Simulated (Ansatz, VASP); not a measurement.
# Two plane-wave programs on W

```
W
1.0
     0.00000    1.96757    1.96757
     1.96757    0.00000    1.96757
     1.96757    1.96757    0.00000
W
1
Direct
  0.00000 0.00000 0.00000
```

Alike in both runs: task single point; functional r2SCAN; k mesh 18 × 18 × 18; occupations gaussian, width 0.1 eV; no spin polarisation.

```csv
,VASP,Ansatz
version,VASP 6.6.1,Ansatz 0.2.0
potentials or method,"VASP PAW PBE potentials, release 64 (W_sv), cutoff 520 eV","scalar-relativistic, plane waves, PAW"
valence electrons in the cell,14,14
```

```csv
,VASP,Ansatz,Ansatz less VASP
gap on the k mesh at the Fermi level (eV),none,none,-
pressure (GPa),22.6,20.9,-1.62
```

VASP's potentials were made for PBE, not for r2SCAN. A gap of «none» marks a metal or a gap that the smearing closes. With one functional, cell and mesh, what is left measures potentials, basis and numerics.

Spin-orbit coupling is off throughout.
